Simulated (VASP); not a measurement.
# ZrC (Fm-3m) in VASP: a series of runs

The runs below take ZrC through single point, with PBE.

Program: VASP 6.6.1. These are calculated values, not measurements. Logs are shortened: lines on timing, memory, paths and dates and some standing lists are left out, and cuts for length are marked.

### Step 1. The cell of the first run

The structure is cubic, space group Fm-3m (No. 225). The conventional cell has a = 4.709 Å, b = 4.709 Å, c = 4.709 Å, α = 90.00°, β = 90.00°, γ = 90.00°. Zr (site symmetry m-3m) has 6 C at 2.35 Å within 3.1 Å. C (site symmetry m-3m) has 6 Zr at 2.35 Å within 3.1 Å.

### Step 2. Single point, PBE

The input, INCAR:

```
SYSTEM = ZrC
PREC = Accurate
ENCUT = 520
EDIFF = 1E-6
ISMEAR = 0
SIGMA = 0.1
LREAL = .FALSE.
LASPH = .TRUE.
NELM = 60
ALGO = Normal
ISIF = 2
LWAVE = .FALSE.
LCHARG = .FALSE.
GGA = PE
NBANDS = 15
```

The input, KPOINTS:

```
regular mesh
0
G
  16 16 16
  0 0 0
```

The input, POSCAR:

```
ZrC
1.0
    0.0000000000      2.3543976075      2.3543976075
    2.3543976075      0.0000000000      2.3543976075
    2.3543976075      2.3543976075      0.0000000000
Zr C
1 1
Direct
    0.5000000000      0.5000000000      0.5000000000
    0.0000000000      0.0000000000      0.0000000000
```

Potentials or basis: VASP PAW PBE potentials, release 64 (Zr_sv, C).

Started as:

```console
$ cat potpaw_PBE.64/Zr_sv/POTCAR potpaw_PBE.64/C/POTCAR > POTCAR
$ mpirun -np 1 vasp_std > vasp.out
```

OUTCAR:

```text
SYSTEM = ZrC
   PREC = Accurate
   ENCUT = 520
   EDIFF = 1E-6
   ISMEAR = 0
   LREAL = .FALSE.
   LASPH = .TRUE.
   NELM = 60
   ISIF = 2
   GGA = PE

 ion  position               nearest neighbor table
   1  0.500  0.500  0.500-   2 2.35   2 2.35   2 2.35   2 2.35   2 2.35   2 2.35
   2  0.000  0.000  0.000-   1 2.35   1 2.35   1 2.35   1 2.35   1 2.35   1 2.35

  LATTYP: Found a face centered cubic cell.
 ALAT       =     4.7087952150

  Lattice vectors:

 A1 = (   0.0000000000,   2.3543976075,   2.3543976075)
 A2 = (   2.3543976075,   0.0000000000,   2.3543976075)
 A3 = (   2.3543976075,   2.3543976075,   0.0000000000)

Analysis of symmetry for initial positions (statically):
=====================================================================
 Subroutine PRICEL returns:
 Original cell was already a primitive cell.

 Routine SETGRP: Setting up the symmetry group for a
 face centered cubic supercell.

 Subroutine GETGRP returns: Found 48 space group operations
 (whereof 48 operations were pure point group operations)
 out of a pool of 48 trial point group operations.

The static configuration has the point symmetry O_h .

Analysis of symmetry for dynamics (positions and initial velocities):
=====================================================================
 Subroutine PRICEL returns:
 Original cell was already a primitive cell.

 Routine SETGRP: Setting up the symmetry group for a
 face centered cubic supercell.

 Subroutine GETGRP returns: Found 48 space group operations
 (whereof 48 operations were pure point group operations)
 out of a pool of 48 trial point group operations.

The dynamic configuration has the point symmetry O_h .

 Subroutine INISYM returns: Found 48 space group operations
 (whereof 48 operations are pure point group operations),
 and found     1 'primitive' translations

----------------------------------------------------------------------------------------

                                     Primitive cell

  volume of cell :      26.1017

  direct lattice vectors                    reciprocal lattice vectors
     0.000000000  2.354397608  2.354397608    -0.212368547  0.212368547  0.212368547
     2.354397608  0.000000000  2.354397608     0.212368547 -0.212368547  0.212368547
     2.354397608  2.354397608  0.000000000     0.212368547  0.212368547 -0.212368547

  length of vectors
     3.329621028  3.329621028  3.329621028     0.367833114  0.367833114  0.367833114

  position of ions in fractional coordinates (direct lattice)
[... 85 lines left out ...]
   ISIF   =      2    stress and relaxation
   ISYM   =      2    0-nonsym 1-usesym 2-fastsym
   POTIM  = 0.5000    time-step for ionic-motion
   TEBEG  =    0.0;   TEEND  =   0.0 temperature during run
   PSTRESS=    0.0 pullay stress
   NELECT =      16.0000    total number of electrons
   NUPDOWN=      -1.0000    fix difference up-down
   EMIN   =  10.00;   EMAX   =-10.00  energy-range for DOS
   EFERMI =   0.00;   METHOD = LEGACY
   ISMEAR =     0;   SIGMA  =   0.10  broadening in eV -4-tet -1-fermi 0-gaus
   EFERMI_NEDOS =   21; number of points for ismear=-14 and -15
   IALGO  =     38    algorithm
   IMIX   =      4    mixing-type and parameters
     AMIX     =   0.40;   BMIX     =  1.00
     AMIX_MAG =   1.60;   BMIX_MAG =  1.00
  volume/ion in A,a.u.               =      13.05        88.07
  Fermi-wavevector in a.u.,A,eV,Ry     =   1.390673  2.627991 26.313278  1.933971
  Thomas-Fermi vector in A             =   2.514585
   LORBIT       =      0    0 simple, 1 ext, 2 COOP (PROOUT), +10 PAW based schemes
   GGA     = PE    functional components
   LHFCALC =     F    Hartree Fock is set to
   AEXX    =    0.0000 exact exchange contribution
   IVDW    =     0    specifies the selected vdW correction
   LEPSILON=     F    determine dielectric tensor
   LRPA    =     F    only Hartree local field effects (RPA)
 non-spin polarized calculation
 Gauss-broadening in eV      SIGMA  =   0.10
  energy-cutoff  :      520.00
  volume of cell :       26.10
 maximum number of plane-waves:       725
 NGX is ok and might be reduce to    28
   NGX = 13   NGY = 13   NGZ = 13

 number of electron      16.0000000 magnetization

 Free energy of the ion-electron system (eV)
  ---------------------------------------------------
  ext. energy  EPLUGINS =         0.00000000
  ---------------------------------------------------
  free energy    TOTEN  =       -19.46219159 eV

  energy without entropy =      -19.46025417  energy(sigma->0) =      -19.46122288

 E-fermi :   9.5407     XC(G=0): -12.1069

 val. band max:        9.5325356372   @ k =   0.3125   0.2500   0.0000
 cond. band min:       9.5428406110   @ k =   0.4375   0.4375   0.0000
 fundamental gap:      0.0103049738
 Fermi energy:         9.5407124999

 k-point     1 :       0.0000    0.0000    0.0000
  band No.  band energies     occupation
      1     -38.5743      2.00000
      2     -16.2882      2.00000
      3     -16.2882      2.00000
      4     -16.2882      2.00000
      5      -1.7363      2.00000
      6      10.4848      0.00000
      7      10.4848      0.00000
      8      10.4848      0.00000
      9      10.6437      0.00000
     10      10.6437      0.00000
     11      10.6437      0.00000
     12      12.3483      0.00000
     13      12.3483      0.00000
     14      16.7989      0.00000
[... 401 lines left out ...]
      2     -16.3699      2.00000
      3     -16.3099      2.00000
      4     -16.2899      2.00000
      5      -1.5052      2.00000
      6       9.1628      2.00000
      7       9.3752      1.98072
      8       9.5203      1.22722
      9      10.7858      0.00000
     10      11.4036      0.00000
     11      11.4869      0.00000
     12      12.9681      0.00000
     13      13.8202      0.00000
     14      17.3076      0.00000
     15      20.6342      0.00000

 [... further k-points ...]
[... 5 lines left out ...]
  --------------------------------------------------------------------------------------
  -------------------------------------------------------------------------------------
  Total        0.0363061      0.0363061      0.0363061      0.0000000      0.0000000      0.0000000
  in kB        2.2285428      2.2285428      2.2285428      0.0000000      0.0000000      0.0000000
  external PRESSURE =       2.2285428 kB  Pullay stress =       0.0000000 kB

 VOLUME and BASIS-vectors are now :
 -----------------------------------------------------------------------------
  energy-cutoff  :      520.00
  volume of cell :       26.10
      direct lattice vectors                 reciprocal lattice vectors
     0.000000000  2.354397608  2.354397608    -0.212368547  0.212368547  0.212368547
     2.354397608  0.000000000  2.354397608     0.212368547 -0.212368547  0.212368547
     2.354397608  2.354397608  0.000000000     0.212368547  0.212368547 -0.212368547

 POSITION                                       TOTAL-FORCE (eV/Angst)
 -----------------------------------------------------------------------------------
      2.35440      2.35440      2.35440        -0.000000      0.000000      0.000000
      0.00000      0.00000      0.00000         0.000000     -0.000000     -0.000000
 -----------------------------------------------------------------------------------
    total drift:                                0.000000      0.000000      0.000000

  FREE ENERGIE OF THE ION-ELECTRON SYSTEM (eV)
  ---------------------------------------------------
  free  energy   TOTEN  =       -19.4621915912 eV

  energy  without entropy=      -19.4602541664  energy(sigma->0) =      -19.46122288
```

Run time: 40 s. Hardware: 1 thread of AMD EPYC 9R45 (Zen 5), shared host; peak memory 0.17 GiB.

What came out:

```
Free energy            : -19.4622 eV
Pressure               : 0.2 GPa
Band gap on the k mesh : zero (band 8 reaches 10.48 eV, above the bottom of band 9 at 9.18 eV)
```

### Step 3. Single point, PBE (volume scaled by 1.03)

The input, INCAR:

```
PREC     = Accurate       # precision mode
ENCUT    = 520            # plane-wave cutoff, eV
EDIFF    = 1E-7           # SCF threshold, eV
ISMEAR   = 0              # smearing method
SIGMA    = 0.1            # smearing width, eV
LREAL    = F              # projectors in reciprocal space
LASPH    = T              # aspherical terms in the spheres
NELM     = 80             # most SCF steps
ALGO     = Normal         # electronic algorithm
ISIF     = 2              # what is computed and relaxed
LWAVE    = F              # write WAVECAR
LCHARG   = T              # write CHGCAR
GGA      = PE             # functional
LELF     = T              # ELF
LVHAR    = T            
NBANDS   = 15             # bands
```

The input, KPOINTS:

```
regular mesh
0
Gamma
  16 16 16
```

The input, POSCAR:

```
ZrC
1.0
    0.0000000000      2.3777099911      2.3777099911
    2.3777099911      0.0000000000      2.3777099911
    2.3777099911      2.3777099911      0.0000000000
Zr C
1 1
Direct
    0.5000000000      0.5000000000      0.5000000000
    0.0000000000      0.0000000000      0.0000000000
```

Potentials or basis: VASP PAW PBE potentials, release 64 (Zr_sv, C).

Started as:

```console
$ cat potpaw_PBE.64/Zr_sv/POTCAR potpaw_PBE.64/C/POTCAR > POTCAR
$ mpirun -np 1 vasp_std > vasp.out
```

OUTCAR:

```text
PREC = Accurate
   ENCUT = 520
   EDIFF = 1E-7
   ISMEAR = 0
   LREAL = F
   LASPH = T
   NELM = 80
   ISIF = 2
   GGA = PE

 ion  position               nearest neighbor table
   1  0.500  0.500  0.500-   2 2.38   2 2.38   2 2.38   2 2.38   2 2.38   2 2.38
   2  0.000  0.000  0.000-   1 2.38   1 2.38   1 2.38   1 2.38   1 2.38   1 2.38

  LATTYP: Found a face centered cubic cell.
 ALAT       =     4.7554199822

  Lattice vectors:

 A1 = (   0.0000000000,   2.3777099911,   2.3777099911)
 A2 = (   2.3777099911,   0.0000000000,   2.3777099911)
 A3 = (   2.3777099911,   2.3777099911,   0.0000000000)

Analysis of symmetry for initial positions (statically):
=====================================================================
 Subroutine PRICEL returns:
 Original cell was already a primitive cell.

 Routine SETGRP: Setting up the symmetry group for a
 face centered cubic supercell.

 Subroutine GETGRP returns: Found 48 space group operations
 (whereof 48 operations were pure point group operations)
 out of a pool of 48 trial point group operations.

The static configuration has the point symmetry O_h .

Analysis of symmetry for dynamics (positions and initial velocities):
[... 168 lines left out ...]
  band No.  band energies     occupation
      1     -39.0260      2.00000
      2     -16.7573      2.00000
      3     -16.7573      2.00000
      4     -16.7573      2.00000
      5      -1.9652      2.00000
      6      10.1424      0.00000
      7      10.1424      0.00000
      8      10.1424      0.00000
      9      10.2959      0.00000
     10      10.2959      0.00000
     11      10.2959      0.00000
     12      11.9269      0.00000
     13      11.9269      0.00000
     14      16.1313      0.00000
[... 401 lines left out ...]
      2     -16.8301      2.00000
      3     -16.7768      2.00000
      4     -16.7589      2.00000
      5      -1.7453      2.00000
      6       8.8444      2.00000
      7       9.0609      1.96150
      8       9.2012      1.06892
      9      10.4331      0.00000
     10      11.0283      0.00000
     11      11.1196      0.00000
     12      12.5254      0.00000
     13      13.3576      0.00000
     14      16.6460      0.00000
     15      20.2143      0.00000

 [... further k-points ...]
[... 5 lines left out ...]
  --------------------------------------------------------------------------------------
  -------------------------------------------------------------------------------------
  Total       -1.0031330     -1.0031330     -1.0031330      0.0000000      0.0000000      0.0000000
  in kB      -59.7809001    -59.7809001    -59.7809001      0.0000000      0.0000000      0.0000000
  external PRESSURE =     -59.7809001 kB  Pullay stress =       0.0000000 kB

 VOLUME and BASIS-vectors are now :
 -----------------------------------------------------------------------------
  energy-cutoff  :      520.00
  volume of cell :       26.88
      direct lattice vectors                 reciprocal lattice vectors
     0.000000000  2.377709991  2.377709991    -0.210286369  0.210286369  0.210286369
     2.377709991  0.000000000  2.377709991     0.210286369 -0.210286369  0.210286369
     2.377709991  2.377709991  0.000000000     0.210286369  0.210286369 -0.210286369

 POSITION                                       TOTAL-FORCE (eV/Angst)
 -----------------------------------------------------------------------------------
      2.37771      2.37771      2.37771        -0.000000     -0.000000      0.000000
      0.00000      0.00000      0.00000         0.000000      0.000000     -0.000000
 -----------------------------------------------------------------------------------
    total drift:                                0.000000      0.000000      0.000000

  FREE ENERGIE OF THE ION-ELECTRON SYSTEM (eV)
  ---------------------------------------------------
  free  energy   TOTEN  =       -19.4482062330 eV

  energy  without entropy=      -19.4461375744  energy(sigma->0) =      -19.44717190
```

stdout:

```text
POSCAR found type information on POSCAR ZrC
 POSCAR found :  2 types and       2 ions
 scaLAPACK will be used
 LDA part: xc-table for (Slater+PW92), standard interpolation
 POSCAR, INCAR and KPOINTS ok, starting setup
 FFT: planning ... GRIDC
 FFT: planning ... GRID_SOFT
 FFT: planning ... GRID
 WAVECAR not read
 entering main loop
```

It took 40 s on 1 thread of AMD EPYC 9R45 (Zen 5), shared host; peak memory 0.17 GiB.

Results:

```yaml
Free_energy: -19.4482 eV
Pressure: -6.0 GPa
Band_gap_on_the_k_mesh: zero (band 8 reaches 10.14 eV, above the bottom of band 9 at 8.85 eV)
```

### Step 4. Single point, PBE (volume scaled by 1.06)

The input, INCAR:

```
  ALGO = Normal
  EDIFF = 1E-6
  ENCUT = 520
  GGA = PE
  ISIF = 2
  ISMEAR = 0
  LASPH = True
  LCHARG = False
  LREAL = False
  LWAVE = False
  NBANDS = 15
  NELM = 80
  PREC = Accurate
  SIGMA = 0.1
```

The input, KPOINTS:

```
k-points
0
Gamma
  16 16 16
```

The input, POSCAR:

```
ZrC
1.0
    0.0000000000      2.4005739897      2.4005739897
    2.4005739897      0.0000000000      2.4005739897
    2.4005739897      2.4005739897      0.0000000000
Zr C
1 1
Direct
    0.5000000000      0.5000000000      0.5000000000
    0.0000000000      0.0000000000      0.0000000000
```

Started as:

```console
$ cat potpaw_PBE.64/Zr_sv/POTCAR potpaw_PBE.64/C/POTCAR > POTCAR
$ mpirun -np 1 vasp_std > vasp.out
```

It took 38 s on 1 thread of AMD EPYC 9R45 (Zen 5), shared host; peak memory 0.17 GiB.

The run converged. Its results:

| Item | Value |
| --- | --- |
| Free energy | -19.4061 eV |
| Pressure | -11.3 GPa |
| Band gap on the k mesh | zero (band 8 reaches 9.82 eV, above the bottom of band 9 at 8.54 eV) |

Levels at points of the mesh, in eV from the Fermi level:
```
           k point  band 4  band 5  band 6  band 7  band 8  band 9  band 10  band 11  band 12  band 13
(0.00, 0.00, 0.00)  -26.10  -11.07    0.93    0.93    0.93    1.07     1.07     1.07     2.63     2.63
(0.50, 0.00, 0.00)  -26.16   -8.30   -5.04   -2.72   -2.72    4.17     4.17     4.95     6.26     9.41
(0.50, 0.50, 0.00)  -26.32   -9.88   -2.13   -1.56    0.01    0.01     4.12     5.22     5.22     7.23
```

### Step 5. Single point, PBE (volume scaled by 1.10)

The input, INCAR:

```
SYSTEM = ZrC
PREC = Accurate ; ENCUT = 520
EDIFF = 1E-6 ; ISMEAR = 0
SIGMA = 0.1 ; LREAL = .FALSE.
LASPH = .TRUE. ; NELM = 80
ALGO = Normal ; ISIF = 2
LWAVE = .FALSE. ; LCHARG = .TRUE.
GGA = PE ; LELF = .TRUE.
LVHAR = .TRUE. ; NBANDS = 15
```

The input, KPOINTS:

```
Automatic mesh
0
G
  16 16 16
  0 0 0
```

The input, POSCAR:

```
ZrC
1.0
    0.0000000000      2.4303978341      2.4303978341
    2.4303978341      0.0000000000      2.4303978341
    2.4303978341      2.4303978341      0.0000000000
Zr C
1 1
Direct
    0.5000000000      0.5000000000      0.5000000000
    0.0000000000      0.0000000000      0.0000000000
```

Started as:

```console
$ cat potpaw_PBE.64/Zr_sv/POTCAR potpaw_PBE.64/C/POTCAR > POTCAR
$ mpirun -np 1 vasp_std > vasp.out
```

Run time: 37 s. Hardware: 1 thread of AMD EPYC 9R45 (Zen 5), shared host; peak memory 0.17 GiB.

Results (log left out):

```
Free energy            : -19.3129 eV
Pressure               : -17.3 GPa
Band gap on the k mesh : zero (band 8 reaches 9.41 eV, above the bottom of band 9 at 8.15 eV)
```

Levels at points of the mesh, in eV from the Fermi level:
```
           k point  band 4  band 5  band 6  band 7  band 8  band 9  band 10  band 11  band 12  band 13
(0.00, 0.00, 0.00)  -26.26  -10.94    0.91    0.91    0.91    1.05     1.05     1.05     2.52     2.52
(0.50, 0.00, 0.00)  -26.32   -8.32   -4.91   -2.61   -2.61    3.98     3.98     4.72     6.09     9.00
(0.50, 0.50, 0.00)  -26.46   -9.74   -2.16   -1.46   -0.02   -0.02     3.93     4.97     4.97     6.80
```

### Step 6. The runs side by side

| cell | gap on the mesh (eV) | pressure (GPa) |
| --- | --- | --- |
| a = 3.330 Å, angles 60.0°, 2 atoms | none | 0.2 |
| a = 3.363 Å, angles 60.0°, 2 atoms | none | -6.0 |
| a = 3.395 Å, angles 60.0°, 2 atoms | none | -11.3 |
| a = 3.437 Å, angles 60.0°, 2 atoms | none | -17.3 |

Alike in all rows: task single point; level PBE; potentials or basis VASP PAW PBE potentials, release 64 (Zr_sv, C); no spin polarisation; k mesh 16 × 16 × 16; cutoff (eV) 520; smearing gaussian 0.1 eV.

Total energies depend on the potentials used, so only differences within one code and one set of settings carry meaning.
